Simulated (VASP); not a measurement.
# Rb (I4/mmm) in VASP: further runs, part 2 of 2

VASP 6.6.1.

### Step 4. Single point, LDA (65.70 Å³/atom)

This run uses another cell than the first one, of 65.70 Å³/atom.

INCAR

```
SYSTEM = Rb
PREC = Accurate ; ENCUT = 520
EDIFF = 1E-7 ; ISMEAR = 0
SIGMA = 0.15 ; LREAL = .False.
LASPH = .True. ; NELM = 80
ALGO = Fast ; ISIF = 2
LWAVE = .False. ; LCHARG = .True.
LELF = .True. ; LVHAR = .True.
NBANDS = 10
```

KPOINTS

```
regular mesh
0
Gamma
  14 14 14
  0 0 0
```

POSCAR

```
Rb
1.0
   -2.6717513989      2.6717513989      2.3009123047
    2.6717513989     -2.6717513989      2.3009123047
    2.6717513989      2.6717513989     -2.3009123047
Rb
1
Direct
    0.0000000000      0.0000000000      0.0000000000
```

Potentials or basis: VASP PAW LDA potentials, release 64 (Rb_sv).

On the command line:

```console
> cat potpaw_LDA.64/Rb_sv/POTCAR > POTCAR
> mpirun -np 1 vasp_std > vasp.out
```

OUTCAR:

```text
SYSTEM = Rb
   PREC = Accurate
   ENCUT = 520
   EDIFF = 1E-7
   ISMEAR = 0
   LREAL = .False.
   LASPH = .True.
   NELM = 80
   ISIF = 2

 ion  position               nearest neighbor table
   1  0.000  0.000  0.000-

  LATTYP: Found a body centered tetragonal cell.
 ALAT       =     5.3435027978
 C/A-ratio  =     0.8612000000

  Lattice vectors:

 A1 = (  -2.6717513989,   2.6717513989,   2.3009123047)
 A2 = (   2.6717513989,  -2.6717513989,   2.3009123047)
 A3 = (   2.6717513989,   2.6717513989,  -2.3009123047)

Analysis of symmetry for initial positions (statically):
=====================================================================
 Subroutine PRICEL returns:
 Original cell was already a primitive cell.

 Routine SETGRP: Setting up the symmetry group for a
 body centered tetragonal supercell.

 Subroutine GETGRP returns: Found 16 space group operations
 (whereof 16 operations were pure point group operations)
 out of a pool of 16 trial point group operations.

The static configuration has the point symmetry D_4h.

Analysis of symmetry for dynamics (positions and initial velocities):
=====================================================================
 Subroutine PRICEL returns:
 Original cell was already a primitive cell.

 Routine SETGRP: Setting up the symmetry group for a
 body centered tetragonal supercell.

 Subroutine GETGRP returns: Found 16 space group operations
 (whereof 16 operations were pure point group operations)
 out of a pool of 16 trial point group operations.

The dynamic configuration has the point symmetry D_4h.

 Subroutine INISYM returns: Found 16 space group operations
 (whereof 16 operations are pure point group operations),
 and found     1 'primitive' translations

----------------------------------------------------------------------------------------

                                     Primitive cell

[... 107 lines left out ...]
     AMIX     =   0.40;   BMIX     =  1.00
     AMIX_MAG =   1.60;   BMIX_MAG =  1.00
  volume/ion in A,a.u.               =      65.70       443.35
  Fermi-wavevector in a.u.,A,eV,Ry     =   0.843927  1.594791  9.690246  0.712213
  Thomas-Fermi vector in A             =   1.958873
   LORBIT       =      0    0 simple, 1 ext, 2 COOP (PROOUT), +10 PAW based schemes
   GGA     = CA    functional components
   LHFCALC =     F    Hartree Fock is set to
   AEXX    =    0.0000 exact exchange contribution
   IVDW    =     0    specifies the selected vdW correction
   LEPSILON=     F    determine dielectric tensor
   LRPA    =     F    only Hartree local field effects (RPA)
 non-spin polarized calculation
 RMM-DIIS sequential band-by-band and
 Gauss-broadening in eV      SIGMA  =   0.15
  energy-cutoff  :      520.00
  volume of cell :       65.70
 maximum number of plane-waves:      1805
 NGX is ok and might be reduce to    36
   NGX = 17   NGY = 17   NGZ = 17

 number of electron       9.0000000 magnetization

 Free energy of the ion-electron system (eV)
  ---------------------------------------------------
  ext. energy  EPLUGINS =         0.00000000
  ---------------------------------------------------
  free energy    TOTEN  =        -1.03339428 eV

  energy without entropy =       -1.02310830  energy(sigma->0) =       -1.02825129

 E-fermi :   0.6275     XC(G=0):  -6.5755

 val. band max:        0.6238678399   @ k =   0.5000   0.5000   0.0714
 cond. band min:       0.6324728094   @ k =   0.2143   0.2143   0.0714
 fundamental gap:      0.0086049695
 Fermi energy:         0.6275045636

 k-point     1 :       0.0000    0.0000    0.0000
  band No.  band energies     occupation
      1     -28.0565      2.00000
      2     -12.0943      2.00000
      3     -12.0943      2.00000
      4     -12.0845      2.00000
      5      -1.8188      2.00000
      6       3.8748      0.00000
      7       4.9083      0.00000
      8       4.9083      0.00000
      9       5.0154      0.00000
     10       6.3881      0.00000
[... 287 lines left out ...]
 k-point    24 :       0.2857    0.1429    0.0000
  band No.  band energies     occupation
      1     -28.0370      2.00000
      2     -12.3386      2.00000
      3     -12.1758      2.00000
      4     -12.1332      2.00000
      5       0.3055      1.99760
      6       2.4788      0.00000
      7       2.9323      0.00000
      8       5.2537      0.00000
      9       5.9977      0.00000
     10       6.9553      0.00000

 [... further k-points ...]
[... 5 lines left out ...]
  --------------------------------------------------------------------------------------
  -------------------------------------------------------------------------------------
  Total        0.2994821      0.2994821      0.4272133      0.0000000     -0.0000000     -0.0000000
  in kB        7.3034713      7.3034713     10.4184527      0.0000000     -0.0000000     -0.0000000
  external PRESSURE =       8.3417984 kB  Pullay stress =       0.0000000 kB

 VOLUME and BASIS-vectors are now :
 -----------------------------------------------------------------------------
  energy-cutoff  :      520.00
  volume of cell :       65.70
      direct lattice vectors                 reciprocal lattice vectors
    -2.671751399  2.671751399  2.300912305     0.000000000  0.187143160  0.217305109
     2.671751399 -2.671751399  2.300912305     0.187143160  0.000000000  0.217305109
     2.671751399  2.671751399 -2.300912305     0.187143160  0.187143160  0.000000000

 POSITION                                       TOTAL-FORCE (eV/Angst)
 -----------------------------------------------------------------------------------
      0.00000      0.00000      0.00000         0.000000      0.000000      0.000000
 -----------------------------------------------------------------------------------
    total drift:                               -0.000000     -0.000000      0.000000

  FREE ENERGIE OF THE ION-ELECTRON SYSTEM (eV)
  ---------------------------------------------------
  free  energy   TOTEN  =        -1.0333942822 eV

  energy  without entropy=       -1.0231082977  energy(sigma->0) =       -1.02825129
```

OSZICAR:

```text
N       E                     dE             d eps       ncg     rms          rms(c)
DAV:   1     0.370884846788E+02    0.37088E+02   -0.35741E+03  4880   0.690E+02
DAV:   2     0.110022823879E+01   -0.35988E+02   -0.35003E+02  5456   0.126E+02
DAV:   3    -0.940621422274E+00   -0.20408E+01   -0.20314E+01  6434   0.290E+01
DAV:   4    -0.103512558412E+01   -0.94504E-01   -0.94241E-01  6704   0.516E+00
DAV:   5    -0.103688303068E+01   -0.17574E-02   -0.17573E-02  6446   0.648E-01    0.185E+00
RMM:   6    -0.103413297815E+01    0.27501E-02   -0.26621E-03  6011   0.294E-01    0.115E+00
RMM:   7    -0.103340428103E+01    0.72870E-03   -0.53276E-03  6210   0.400E-01    0.749E-02
RMM:   8    -0.103338125736E+01    0.23024E-04   -0.61289E-04  6930   0.145E-01    0.135E-02
RMM:   9    -0.103339240984E+01   -0.11152E-04   -0.11692E-04  8209   0.552E-02    0.121E-02
RMM:  10    -0.103339366974E+01   -0.12599E-05   -0.19464E-05  8327   0.250E-02    0.549E-03
RMM:  11    -0.103339403938E+01   -0.36964E-06   -0.57921E-06  8704   0.117E-02    0.258E-03
RMM:  12    -0.103339420050E+01   -0.16112E-06   -0.16433E-06  8000   0.699E-03    0.120E-03
RMM:  13    -0.103339428219E+01   -0.81685E-07   -0.69766E-07  7115   0.389E-03
   1 F= -.10333943E+01 E0= -.10282513E+01  d E =-.102860E-01
```

stdout:

```text
POSCAR found type information on POSCAR Rb
 POSCAR found :  1 types and       1 ions
 scaLAPACK will be used
 LDA part: xc-table for (Slater(with rela. corr.)+CA(PZ))
 , standard interpolation
 POSCAR, INCAR and KPOINTS ok, starting setup
 FFT: planning ... GRIDC
 FFT: planning ... GRID_SOFT
 FFT: planning ... GRID
 WAVECAR not read
 entering main loop
WARNING in EDDRMM: call to ZHEGV failed, returncode =   6  3      5
WARNING in EDDRMM: call to ZHEGV failed, returncode =   8  4      8
WARNING in EDDRMM: call to ZHEGV failed, returncode =   8  4      8
WARNING in EDDRMM: call to ZHEGV failed, returncode =   6  3      8
WARNING in EDDRMM: call to ZHEGV failed, returncode =   6  3      5
WARNING in EDDRMM: call to ZHEGV failed, returncode =   6  3      6
WARNING in EDDRMM: call to ZHEGV failed, returncode =   6  3      5
```

Wall time 96 s (1 thread of AMD EPYC 9R45 (Zen 5), shared host); peak memory 0.25 GiB.

What came out:

```yaml
Free_energy: -1.0334 eV
Pressure: 0.8 GPa
Band_gap_on_the_k_mesh: zero (an odd number of electrons rules out a gap without spin polarisation)
```

Stress tensor (GPa, compression positive):
```
0.73 0.00 0.00
0.00 0.73 0.00
0.00 0.00 1.04
```

### Step 5. Single point, LDA (65.70 Å³/atom)

This run uses another cell than the first one, of 65.70 Å³/atom.

INCAR

```
PREC = Accurate
ENCUT = 520
EDIFF = 1E-7
ISMEAR = 0
SIGMA = 0.15
LREAL = False
LASPH = True
NELM = 80
ALGO = Fast
ISIF = 2
LWAVE = False
LCHARG = False
NBANDS = 10
```

KPOINTS

```
regular mesh
0
Gamma
  14 14 14
```

POSCAR

```
Rb
1.0
   -2.4184013510      2.4184013510      2.8082476488
    2.4184013510     -2.4184013510      2.8082476488
    2.4184013510      2.4184013510     -2.8082476488
Rb
1
Direct
    0.0000000000      0.0000000000      0.0000000000
```

On the command line:

```console
> cat potpaw_LDA.64/Rb_sv/POTCAR > POTCAR
> mpirun -np 1 vasp_std > vasp.out
```

Run time: 90 s. Hardware: 1 thread of AMD EPYC 9R45 (Zen 5), shared host; peak memory 0.25 GiB.

It converged, with:

| Item | Value |
| --- | --- |
| Free energy | -1.0373 eV |
| Pressure | 0.8 GPa |
| Band gap on the k mesh | zero (an odd number of electrons rules out a gap without spin polarisation) |

Levels at points of the mesh, in eV from the Fermi level:
```tsv
k point	band 2	band 3	band 4	band 5	band 6	band 7
(0.00, 0.00, 0.00)	-12.72	-12.72	-12.71	-2.45	3.65	3.65
(0.50, 0.00, 0.00)	-13.01	-12.79	-12.72	0.01	1.06	2.89
(0.50, 0.50, 0.00)	-12.99	-12.82	-12.75	0.21	1.50	1.98
(0.50, 0.50, 0.50)	-12.96	-12.88	-12.88	0.72	1.21	3.16
```

### Step 6. Single point, LDA (65.70 Å³/atom)

This run uses another cell than the first one, of 65.70 Å³/atom.

INCAR

```
PREC = Accurate ; ENCUT = 520
EDIFF = 1E-7 ; ISMEAR = 0
SIGMA = 0.15 ; LREAL = False
LASPH = True ; NELM = 80
ALGO = Fast ; ISIF = 2
LWAVE = False ; LCHARG = True
GGA = CA ; LELF = True
LVHAR = True ; NBANDS = 10
```

KPOINTS

```
Automatic mesh
0
Gamma
  14 14 14
```

POSCAR

```
Rb
1.0
   -2.3008650004      2.3008650004      3.1024863666
    2.3008650004     -2.3008650004      3.1024863666
    2.3008650004      2.3008650004     -3.1024863666
Rb
1
Direct
    0.0000000000      0.0000000000      0.0000000000
```

Potentials or basis: VASP PAW LDA potentials, release 64 (Rb_sv).

On the command line:

```console
> cat potpaw_LDA.64/Rb_sv/POTCAR > POTCAR
> mpirun -np 1 vasp_std > vasp.out
```

Run time: 90 s. Hardware: 1 thread of AMD EPYC 9R45 (Zen 5), shared host; peak memory 0.25 GiB.

It converged, with:

```
Free energy            : -1.0387 eV
Pressure               : 0.8 GPa
Band gap on the k mesh : zero (an odd number of electrons rules out a gap without spin polarisation)
```

Levels at points of the mesh, in eV from the Fermi level:
| k point | band 3 | band 4 | band 5 | band 6 | band 7 | band 8 |
| --- | --- | --- | --- | --- | --- | --- |
| (0.00, 0.00, 0.00) | -12.71 | -12.71 | -2.44 | 3.70 | 3.70 | 3.91 |
| (0.50, 0.00, 0.00) | -12.76 | -12.74 | -0.01 | 1.02 | 3.35 | 3.69 |
| (0.50, 0.50, 0.00) | -12.81 | -12.79 | 0.35 | 1.66 | 1.87 | 5.69 |
| (0.50, 0.50, 0.50) | -12.83 | -12.83 | 0.47 | 1.50 | 2.25 | 5.46 |

### Step 7. Summary

| cell | further INCAR settings | gap on the mesh (eV) | pressure (GPa) |
| --- | --- | --- | --- |
| a = 4.895 Å, angles 123.4, 123.4, 84.2°, 1 atom | ALGO = Fast; EDIFF = 1e-06; NBANDS = 10 | none | 0.0 |
| a = 4.765 Å, angles 118.4, 118.4, 92.7°, 1 atom | ALGO = Fast; EDIFF = 1e-06; NBANDS = 10 | none | 0.0 |
| a = 4.424 Å, angles 105.7, 105.7, 117.3°, 1 atom | ALGO = Fast; EDIFF = 1e-07; NBANDS = 10 | none | 0.8 |
| a = 4.425 Å, angles 113.7, 113.7, 101.2°, 1 atom | ALGO = Fast; EDIFF = 1e-07; NBANDS = 10 | none | 0.8 |
| a = 4.496 Å, angles 118.4, 118.4, 92.7°, 1 atom | ALGO = Fast; EDIFF = 1e-07; NBANDS = 10 | none | 0.8 |

Alike in all rows: task single point; level LDA; potentials or basis VASP PAW LDA potentials, release 64 (Rb_sv); no spin polarisation; k mesh 14 × 14 × 14; cutoff (eV) 520; smearing gaussian 0.15 eV.

Total energies depend on the potentials used, so only differences within one code and one set of settings carry meaning.
